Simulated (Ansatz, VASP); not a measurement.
# Two plane-wave programs on As

```
As
1.0
     2.62257    0.00000    0.00000
     0.00000    2.62257    0.00000
     0.00000    0.00000    2.66313
As
1
Direct
  0.50000 0.50000 0.50000
```

Change from the starting cell: strain -0.030 along x and y, -0.015 along z, atoms carried along.

Alike in both runs: task single point; functional LDA; k mesh 18 × 18 × 18; occupations gaussian, width 0.15 eV; no spin polarisation.

|  | VASP | Ansatz |
| --- | --- | --- |
| version | VASP 6.6.1 | Ansatz 0.2.0 |
| potentials or method | VASP PAW LDA potentials, release 64 (As), cutoff 520 eV | scalar-relativistic, plane waves, PAW |
| valence electrons in the cell | 5 | 15 |

VASP gave:

| Property | Result |
| --- | --- |
| gap on the k mesh at the Fermi level (eV) | none |
| pressure (GPa) | 5.0 |
| traceless stress, the component that is largest in VASP (GPa) | -1.54 |

What did Ansatz give for the same quantities?

gap on the k mesh at the Fermi level (eV): none; pressure (GPa): 4.5; traceless stress, the component that is largest in VASP (GPa): -1.53.

LDA's correlation is that of Perdew and Zunger in VASP and of Perdew and Wang (1992) in Ansatz. A gap of «none» marks a metal or a gap that the smearing closes. VASP's potentials hold 5 valence electrons a cell and Ansatz's 15, so a difference there can come from the potentials and not from the codes.
